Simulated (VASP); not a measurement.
# AlN (Cm) in VASP: notebook, part 2 of 2

VASP 6.6.1.

## Step 3: Single point, PBE (mode 4 frozen in at -0.123 Å and mode 10 at -0.026 Å (largest displacements))

The input, INCAR:

```
  PREC = Accurate
  ENCUT = 520
  EDIFF = 1E-7
  ISMEAR = 0
  SIGMA = 0.05
  LREAL = False
  LASPH = True
  NELM = 60
  ALGO = Normal
  ISIF = 2
  LWAVE = False
  LCHARG = False
  GGA = PE
  NBANDS = 16
```

The input, KPOINTS:

```
Automatic mesh
0
Gamma
  9 9 6
```

The input, POSCAR:

```
AlN
1.0
    3.3134793407      0.0000000000      0.0000000000
   -1.6567396703      2.8695572839      0.0000000000
    0.0000000000      0.0000000000      4.1875902417
Al N
2 2
Direct
    0.3357213505      0.6714427011      0.7652730210
    0.6690546839      0.3381093678      0.2652730210
    0.3287333206      0.6574666412      0.2205797385
    0.6620666539      0.3241333079      0.7205797385
```

Potentials or basis: VASP PAW PBE potentials, release 64 (Al, N).

The run is started by

```sh
cat potpaw_PBE.64/Al/POTCAR potpaw_PBE.64/N/POTCAR > POTCAR
mpirun -np 1 vasp_std > vasp.out
```

OUTCAR:

```text
PREC = Accurate
   ENCUT = 520
   EDIFF = 1E-7
   ISMEAR = 0
   LREAL = False
   LASPH = True
   NELM = 60
   ISIF = 2
   GGA = PE

 ion  position               nearest neighbor table
   1  0.336  0.671  0.765-   4 1.88   3 1.91   4 1.94   4 1.94   3 2.28   2 2.84   2 2.84   2 2.84
                             2 2.84   2 2.84   2 2.84
   2  0.669  0.338  0.265-   3 1.90   3 1.90   4 1.91   3 1.96   4 2.28   1 2.84   1 2.84   1 2.84
                             1 2.84   1 2.84   1 2.84
   3  0.329  0.657  0.221-   2 1.90   2 1.90   1 1.91   2 1.96   1 2.28
   4  0.662  0.324  0.721-   1 1.88   2 1.91   1 1.94   1 1.94   2 2.28

  LATTYP: Found a hexagonal cell.
 ALAT       =     3.3134793407
 C/A-ratio  =     1.2638045423

  Lattice vectors:

 A1 = (   3.3134793407,   0.0000000000,   0.0000000000)
 A2 = (  -1.6567396703,   2.8695572839,   0.0000000000)
 A3 = (   0.0000000000,   0.0000000000,   4.1875902417)

Analysis of symmetry for initial positions (statically):
=====================================================================
 Subroutine PRICEL returns:
 Original cell was already a primitive cell.

 Routine SETGRP: Setting up the symmetry group for a
 hexagonal supercell.

 Subroutine GETGRP returns: Found  2 space group operations
 (whereof  2 operations were pure point group operations)
 out of a pool of 24 trial point group operations.

The static configuration has the point symmetry C_1h.

Analysis of symmetry for dynamics (positions and initial velocities):
=====================================================================
 Subroutine PRICEL returns:
 Original cell was already a primitive cell.

 Routine SETGRP: Setting up the symmetry group for a
 hexagonal supercell.

 Subroutine GETGRP returns: Found  2 space group operations
 (whereof  2 operations were pure point group operations)
 out of a pool of 24 trial point group operations.
[... 119 lines left out ...]
   EFERMI =   0.00;   METHOD = LEGACY
   ISMEAR =     0;   SIGMA  =   0.05  broadening in eV -4-tet -1-fermi 0-gaus
   EFERMI_NEDOS =   21; number of points for ismear=-14 and -15
   IALGO  =     38    algorithm
   IMIX   =      4    mixing-type and parameters
     AMIX     =   0.40;   BMIX     =  1.00
     AMIX_MAG =   1.60;   BMIX_MAG =  1.00
  volume/ion in A,a.u.               =       9.95        67.17
  Fermi-wavevector in a.u.,A,eV,Ry     =   1.208074  2.282930 19.856940  1.459444
  Thomas-Fermi vector in A             =   2.343693
   LORBIT       =      0    0 simple, 1 ext, 2 COOP (PROOUT), +10 PAW based schemes
   GGA     = PE    functional components
   LHFCALC =     F    Hartree Fock is set to
   AEXX    =    0.0000 exact exchange contribution
   IVDW    =     0    specifies the selected vdW correction
   LEPSILON=     F    determine dielectric tensor
   LRPA    =     F    only Hartree local field effects (RPA)
 non-spin polarized calculation
 Gauss-broadening in eV      SIGMA  =   0.05
  energy-cutoff  :      520.00
  volume of cell :       39.82
 maximum number of plane-waves:      1090
 NGX is ok and might be reduce to    28
   NGX = 13   NGY = 13   NGZ = 15

 number of electron      15.9999998 magnetization

 Free energy of the ion-electron system (eV)
  ---------------------------------------------------
  ext. energy  EPLUGINS =         0.00000000
  ---------------------------------------------------
  free energy    TOTEN  =       -29.21815692 eV

  energy without entropy =      -29.21815692  energy(sigma->0) =      -29.21815692

 E-fermi :   8.0432     XC(G=0): -11.1452

 val. band max:        7.7452507626   @ k =   0.0000   0.0000   0.0000
 cond. band min:      11.1579463857   @ k =   0.0000   0.0000   0.0000
 fundamental gap:      3.4126956232
 Fermi energy:         8.0431757569

 k-point     1 :       0.0000    0.0000    0.0000
  band No.  band energies     occupation
      1      -8.8577      2.00000
      2      -5.2863      2.00000
      3       1.1099      2.00000
      4       4.6806      2.00000
      5       4.6836      2.00000
      6       6.3332      2.00000
[... 433 lines left out ...]
      3       1.4288      2.00000
      4       2.9881      2.00000
      5       3.5397      2.00000
      6       3.7619      2.00000
[... 8 lines left out ...]
     15      20.3747      0.00000
     16      20.6546      0.00000

 [... further k-points ...]
[... 5 lines left out ...]
  --------------------------------------------------------------------------------------
  -------------------------------------------------------------------------------------
  Total       -0.5127638     -0.4353295      3.2853917     -0.0000000     -0.1277382     -0.0000000
  in kB      -20.6331036    -17.5172263    132.2008959     -0.0000000     -5.1400569     -0.0000000
  external PRESSURE =      31.3501887 kB  Pullay stress =       0.0000000 kB

 VOLUME and BASIS-vectors are now :
 -----------------------------------------------------------------------------
  energy-cutoff  :      520.00
  volume of cell :       39.82
      direct lattice vectors                 reciprocal lattice vectors
     3.313479341  0.000000000  0.000000000     0.301797566  0.174242906  0.000000000
    -1.656739670  2.869557284  0.000000000     0.000000000  0.348485812  0.000000000
     0.000000000  0.000000000  4.187590242     0.000000000  0.000000000  0.238800824

 POSITION                                       TOTAL-FORCE (eV/Angst)
 -----------------------------------------------------------------------------------
     -0.00000      1.92674      3.20465        -0.000000     -0.589927     -0.576587
      1.65674      0.97022      1.11085        -0.000000     -0.516165     -0.577167
      0.00000      1.88664      0.92370         0.000000      0.513689      0.577209
      1.65674      0.93012      3.01749         0.000000      0.592403      0.576546
 -----------------------------------------------------------------------------------
    total drift:                                0.000000     -0.000003     -0.000060

  FREE ENERGIE OF THE ION-ELECTRON SYSTEM (eV)
  ---------------------------------------------------
  free  energy   TOTEN  =       -29.2181569161 eV

  energy  without entropy=      -29.2181569161  energy(sigma->0) =      -29.21815692
```

stdout:

```text
POSCAR found type information on POSCAR AlN
 POSCAR found :  2 types and       4 ions
 scaLAPACK will be used
 LDA part: xc-table for (Slater+PW92), standard interpolation
 POSCAR, INCAR and KPOINTS ok, starting setup
 FFT: planning ... GRIDC
 FFT: planning ... GRID_SOFT
 FFT: planning ... GRID
 WAVECAR not read
 entering main loop
```

Run time: 36 s. Hardware: 1 thread of Intel Xeon 6975P-C (Granite Rapids), shared host; peak memory 0.21 GiB.

What came out:

| Item | Value |
| --- | --- |
| Free energy | -29.2182 eV |
| Pressure | 3.1 GPa |
| Largest force | 0.827 eV/Å |
| Band gap on the k mesh | 3.41 eV, direct |

Forces on the atoms (eV/Å):
```
Al   0.000 -0.590 -0.577
Al   0.000 -0.516 -0.577
N    0.000  0.514  0.577
N    0.000  0.592  0.577
```

Levels at points of the mesh, in eV from the valence-band top:
| k point | band 4 | band 5 | band 6 | band 7 | band 8 | band 9 | band 10 | band 11 | band 12 | band 13 |
| --- | --- | --- | --- | --- | --- | --- | --- | --- | --- | --- |
| (0.00, 0.00, 0.00) | -3.06 | -3.06 | -1.41 | -1.41 | 0.00 | 3.41 | 4.50 | 8.43 | 8.43 | 11.48 |
| (0.00, 0.00, 0.50) | -3.59 | -2.37 | -2.36 | -2.19 | -2.18 | 5.68 | 5.68 | 8.53 | 8.53 | 8.71 |

Caveat: the cell differs from its parent crystal (mode 4 frozen in at -0.123 Å and mode 10 at -0.026 Å (largest displacements)).
